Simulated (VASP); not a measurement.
A run of VASP 6.6.1:

The input POSCAR:

```
MgO2
1.0
    1.4763801347      0.8523884682      3.3542197199
   -1.4763801347      0.8523884682      3.3542197199
    0.0000000000     -1.7047769364      3.3542197199
Mg O
1 2
Direct
    0.0000000000      0.0000000000      0.0000000000
    0.4287860000      0.4287860000      0.4287860000
    0.5712140000      0.5712140000      0.5712140000
```

File INCAR.step1:

```
ALGO     = Normal         # electronic algorithm
EDIFF    = 1E-4           # SCF threshold, eV
ENCUT    = 520            # plane-wave cutoff, eV
GGA      = PE             # functional
ISMEAR   = 0              # smearing method
LASPH    = T              # aspherical terms in the spheres
LCHARG   = F              # write CHGCAR
LREAL    = F              # projectors in reciprocal space
LWAVE    = T              # write WAVECAR
NBANDS   = 14             # bands
NELM     = 80             # most SCF steps
PREC     = Accurate       # precision mode
SIGMA    = 0.05           # smearing width, eV
```

Contents of INCAR.step2:

```
ALGO     = Normal         # electronic algorithm
EDIFF    = 1E-6           # SCF threshold, eV
ENCUT    = 520            # plane-wave cutoff, eV
ISIF     = 2              # what is computed and relaxed
ISMEAR   = 0              # smearing method
ISTART   = 1            
LASPH    = T              # aspherical terms in the spheres
LCHARG   = F              # write CHGCAR
LMIXTAU  = T            
LREAL    = F              # projectors in reciprocal space
LWAVE    = F              # write WAVECAR
METAGGA  = R2SCAN         # meta-GGA
NBANDS   = 14             # bands
NELM     = 80             # most SCF steps
PREC     = Accurate       # precision mode
SIGMA    = 0.05           # smearing width, eV
```

File KPOINTS:

```
k-points
0
Gamma
  12 12 12
```

Potentials or basis: VASP PAW PBE potentials, release 64 (Mg, O).

Launch:

```bash
$ cat potpaw_PBE.64/Mg/POTCAR potpaw_PBE.64/O/POTCAR > POTCAR
$ cp INCAR.step1 INCAR
$ mpirun -np 1 vasp_std > vasp.out
$ cp INCAR.step2 INCAR
$ mpirun -np 1 vasp_std > vasp.out
```

Hardware: 1 thread of Intel Xeon 8259CL, on a shared host.

How long does it take, and how much memory?

Run time: 6.7 min on 1 thread of Intel Xeon 8259CL (shared host), peak memory 0.22 GiB. Counts: k points 189.
